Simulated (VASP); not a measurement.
Input of a VASP 6.6.1 run:

INCAR

```
SYSTEM = TiCo
ALGO = Fast
EDIFF = 1E-6
ENCUT = 520
GGA = PE
ISIF = 2
ISMEAR = 0
LASPH = .TRUE.
LCHARG = .FALSE.
LREAL = .FALSE.
LWAVE = .FALSE.
NBANDS = 18
NELM = 60
PREC = Accurate
SIGMA = 0.1
```

The input KPOINTS:

```
k-points
0
G
  18 18 18
  0 0 0
```

The input POSCAR:

```
TiCo
1.0
    2.9718605902      0.0000000000      0.0000000000
    0.0000000000      2.9718605902      0.0000000000
    0.0000000000      0.0000000000      2.9718605902
Ti Co
1 1
Direct
    0.5000000000      0.5000000000      0.5000000000
    0.0000000000      0.0000000000      0.0000000000
```

Potentials or basis: VASP PAW PBE potentials, release 64 (Ti_sv, Co).

Command:

```console
$ cat potpaw_PBE.64/Ti_sv/POTCAR potpaw_PBE.64/Co/POTCAR > POTCAR
$ mpirun -np 1 vasp_std > vasp.out
```

(1) Estimate the band gap on the k mesh.

(2) Predict the pressure.

Results:

(1) zero (an odd number of electrons rules out a gap without spin polarisation).

(2) -0.6 GPa.

Caveat: the run has no spin polarisation, though such a crystal can be magnetic.
